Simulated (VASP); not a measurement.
# MnS (R-3m) in VASP: single point with PBE+U

Aim: the single point of MnS with PBE+U.

Program: VASP 6.6.1. These are calculated values, not measurements. Logs are shortened: lines on timing, memory, paths and dates and some standing lists are left out, and cuts for length are marked.

## (1) The cell of the first run

The structure is trigonal, space group R-3m (No. 166). The conventional cell has a = 3.801 Å, b = 3.801 Å, c = 9.256 Å, α = 90.00°, β = 90.00°, γ = 120.00°. Within 3.5 Å of Mn (site symmetry -3m) lie 6 S at 2.68 Å. S (site symmetry -3m) has 6 Mn at 2.68 Å within 3.5 Å.

## (2) Single point, PBE+U, collinear spin, ferromagnetic start

File INCAR:

```
PREC     = Accurate       # precision mode
ENCUT    = 520            # plane-wave cutoff, eV
EDIFF    = 1E-6           # SCF threshold, eV
ISMEAR   = -1             # smearing method
SIGMA    = 0.1            # smearing width, eV
LREAL    = F              # projectors in reciprocal space
LASPH    = T              # aspherical terms in the spheres
NELM     = 150            # most SCF steps
ALGO     = Normal         # electronic algorithm
ISIF     = 2              # what is computed and relaxed
LWAVE    = F              # write WAVECAR
LCHARG   = F              # write CHGCAR
ISPIN    = 2              # spin polarisation
MAGMOM   = 2.8 2.8 0 0    # initial moments
LORBIT   = 11             # projections on sites
LMAXMIX  = 4              # l up to which the mixer works
LDAU     = T              # DFT+U
LDAUTYPE = 1            
LDAUL    = 2 -1           # shell
LDAUU    = 4.4 0          # U, eV
LDAUJ    = 0.9 0        
LDAUPRINT= 1            
GGA      = PE             # functional
NBANDS   = 31             # bands
```

File KPOINTS:

```
regular mesh
0
Gamma
  7 7 7
```

File POSCAR:

```
MnS
1.0
    1.9004486873      1.0972248902      6.1705948693
   -1.9004486873      1.0972248902      6.1705948693
    0.0000000000     -2.1944487418      6.1705948693
Mn S
2 2
Direct
    0.0000000000      0.0000000000      0.0000000000
    0.5000000000      0.5000000000      0.5000000000
    0.7500000000      0.7500000000      0.7500000000
    0.2500000000      0.2500000000      0.2500000000
```

Potentials or basis: VASP PAW PBE potentials, release 64 (Mn_pv, S).

Launch:

```bash
$ cat potpaw_PBE.64/Mn_pv/POTCAR potpaw_PBE.64/S/POTCAR > POTCAR
$ mpirun -np 1 vasp_std > vasp.out
```

OUTCAR:

```text
PREC = Accurate
   ENCUT = 520
   EDIFF = 1E-6
   ISMEAR = -1
   LREAL = F
   LASPH = T
   NELM = 150
   ISIF = 2
   ISPIN = 2
   LORBIT = 11
   GGA = PE

 ion  position               nearest neighbor table
   1  0.000  0.000  0.000-   3 2.68   4 2.68   3 2.68   3 2.68   4 2.68   4 2.68
   2  0.500  0.500  0.500-   4 2.68   3 2.68   4 2.68   4 2.68   3 2.68   3 2.68
   3  0.750  0.750  0.750-   2 2.68   1 2.68   2 2.68   2 2.68   1 2.68   1 2.68
   4  0.250  0.250  0.250-   1 2.68   2 2.68   1 2.68   1 2.68   2 2.68   2 2.68

  LATTYP: Found a trigonal (rhomboedric) cell.
 ALAT       =     6.5491868742
 COS(alpha) =     0.8315901349

  Lattice vectors:

 A1 = (   1.9004486873,   1.0972248902,   6.1705948693)
 A2 = (  -1.9004486873,   1.0972248902,   6.1705948693)
 A3 = (   0.0000000000,  -2.1944487418,   6.1705948693)

Analysis of symmetry for initial positions (statically):
=====================================================================
 Subroutine PRICEL returns following result:

  LATTYP: Found a trigonal (rhomboedric) cell.
 ALAT       =     3.7861150000
 COS(alpha) =     0.4960880131
[... 12 lines left out ...]
 Subroutine GETGRP returns: Found 12 space group operations
 (whereof 12 operations were pure point group operations)
 out of a pool of 12 trial point group operations.

The static configuration has the point symmetry D_3d.

Analysis of symmetry for dynamics (positions and initial velocities):
=====================================================================
 Subroutine PRICEL returns following result:

  LATTYP: Found a trigonal (rhomboedric) cell.
 ALAT       =     3.7861150000
 COS(alpha) =     0.4960880131
[... 12 lines left out ...]
 Subroutine GETGRP returns: Found 12 space group operations
 (whereof 12 operations were pure point group operations)
 out of a pool of 12 trial point group operations.

The dynamic configuration has the point symmetry D_3d.

Analysis of structural, dynamic, and magnetic symmetry:
=====================================================================
 Subroutine PRICEL returns following result:

  LATTYP: Found a trigonal (rhomboedric) cell.
 ALAT       =     3.7861150000
 COS(alpha) =     0.4960880131
[... 12 lines left out ...]
 Subroutine GETGRP returns: Found 12 space group operations
 (whereof 12 operations were pure point group operations)
[... 206 lines left out ...]
  o =  0.9342  v =  0.0000  0.0014 -1.0000 -0.0000 -0.0020  0.0000  0.0000  0.0000  0.0000  0.0000      0.0000  0.0000  0.0000  0.0000  0.0000  0.0000  0.0000  0.0000  0.0000  0.0000
  o =  0.9342  v = -0.8152  0.0000  0.0000  0.5792  0.0000  0.0000  0.0000  0.0000  0.0000  0.0000      0.0000  0.0000  0.0000  0.0000  0.0000  0.0000  0.0000  0.0000  0.0000  0.0000
  o =  0.9342  v =  0.0000 -0.5792 -0.0025 -0.0000  0.8152  0.0000  0.0000  0.0000  0.0000  0.0000      0.0000  0.0000  0.0000  0.0000  0.0000  0.0000  0.0000  0.0000  0.0000  0.0000
  o =  0.9522  v =  0.0000 -0.8152 -0.0000  0.0000 -0.5792  0.0000  0.0000  0.0000  0.0000  0.0000      0.0000  0.0000  0.0000  0.0000  0.0000  0.0000  0.0000  0.0000  0.0000  0.0000
  o =  0.9522  v = -0.5792  0.0000 -0.0000 -0.8152 -0.0000  0.0000  0.0000  0.0000  0.0000  0.0000      0.0000  0.0000  0.0000  0.0000  0.0000  0.0000  0.0000  0.0000  0.0000  0.0000

 number of electron      37.9999998 magnetization       9.9991176

 Free energy of the ion-electron system (eV)
  ---------------------------------------------------
  ext. energy  EPLUGINS =         0.00000000
  ---------------------------------------------------
  free energy    TOTEN  =       -26.13135409 eV

  energy without entropy =      -26.13074252  energy(sigma->0) =      -26.13104830

 E-fermi :   5.8906     XC(G=0): -10.1811

 val. band max:        5.3180885237   @ k =   0.0000   0.0000   0.0000
 cond. band min:       6.3140169783   @ k =  -0.4286  -0.4286   0.1429
 fundamental gap:      0.9959284546
 Fermi energy:         5.8906311460

 spin component 1

 k-point     1 :       0.0000    0.0000    0.0000
  band No.  band energies     occupation
      1     -45.3088      1.00000
      2     -45.3038      1.00000
      3     -45.3022      1.00000
      4     -45.3022      1.00000
      5     -45.3014      1.00000
      6     -45.3014      1.00000
[... 1625 lines left out ...]
     30      13.6796      0.00000
     31      14.6263      0.00000

 [... further k-points ...]

------------------------ aborting loop because EDIFF is reached ----------------------------------------

  FORCE on cell =-STRESS in cart. coord.  units (eV):
  Direction    XX          YY          ZZ          XY          YZ          ZX
  --------------------------------------------------------------------------------------
  -------------------------------------------------------------------------------------
  Total       -1.5690758     -1.5690758     -1.3399343      0.0000000     -0.0000001      0.0000000
  in kB      -32.5630119    -32.5630109    -27.8076401      0.0000000     -0.0000016      0.0000000
  external PRESSURE =     -30.9778877 kB  Pullay stress =       0.0000000 kB

 VOLUME and BASIS-vectors are now :
 -----------------------------------------------------------------------------
  energy-cutoff  :      520.00
  volume of cell :       77.20
      direct lattice vectors                 reciprocal lattice vectors
     1.900448687  1.097224890  6.170594869     0.263095764  0.151898413  0.054019635
    -1.900448687  1.097224890  6.170594869    -0.263095764  0.151898413  0.054019635
     0.000000000 -2.194448742  6.170594869     0.000000000 -0.303796826  0.054019660

 POSITION                                       TOTAL-FORCE (eV/Angst)
 -----------------------------------------------------------------------------------
      0.00000      0.00000      0.00000        -0.000000     -0.000000      0.000000
      0.00000      0.00000      9.25589        -0.000000      0.000000      0.000000
      0.00000      0.00000     13.88384         0.000000      0.000000     -0.000000
      0.00000      0.00000      4.62795         0.000000     -0.000000      0.000000
 -----------------------------------------------------------------------------------
    total drift:                                0.000000      0.000000     -0.000000

  FREE ENERGIE OF THE ION-ELECTRON SYSTEM (eV)
  ---------------------------------------------------
  free  energy   TOTEN  =       -26.1313540891 eV

  energy  without entropy=      -26.1307425200  energy(sigma->0) =      -26.13104830

 total charge

# of ion       s       p       d       tot
------------------------------------------
    1        0.205   6.143   4.869  11.217
    2        0.205   6.143   4.869  11.217
    3        1.322   2.424   0.000   3.746
    4        1.322   2.424   0.000   3.746
--------------------------------------------------
tot          3.055  17.133   9.738  29.925

 magnetization (x)

# of ion       s       p       d       tot
------------------------------------------
    1        0.048   0.033   4.520   4.601
    2        0.048   0.033   4.520   4.601
    3        0.019   0.056   0.000   0.076
    4        0.019   0.056   0.000   0.076
--------------------------------------------------
tot          0.134   0.179   9.039   9.352
```

It took 6.9 min on 1 thread of Intel Xeon Platinum 8488C (Sapphire Rapids), shared host; peak memory 0.51 GiB.

Results:

| Item | Value |
| --- | --- |
| Free energy | -26.1314 eV |
| Pressure | -3.1 GPa |
| Band gap on the k mesh | 1.00 eV |
| Net moment | 10.00 μB per cell |
| Site moments | Mn +4.60; S +0.08 μB |
| Valence electrons inside the program's atomic spheres | Mn 11.22; S 3.75 |

Stress tensor (GPa, compression positive):
```
-3.26  0.00  0.00
 0.00 -3.26  0.00
 0.00  0.00 -2.78
```

Eigenvalues of the final occupation matrices:
| site | spin | trace | eigenvalues |
| --- | --- | --- | --- |
| site 1 d | 1 | 4.71 | 0.93 0.93 0.93 0.95 0.95 |
| site 1 d | 2 | 0.18 | 0.01 0.01 0.01 0.07 0.07 |
| site 2 d | 1 | 4.71 | 0.93 0.93 0.93 0.95 0.95 |
| site 2 d | 2 | 0.18 | 0.01 0.01 0.01 0.07 0.07 |

Caveat: only a ferromagnetic start was run, and an antiferromagnetic order may lie lower in energy. A k mesh can miss the band edges.
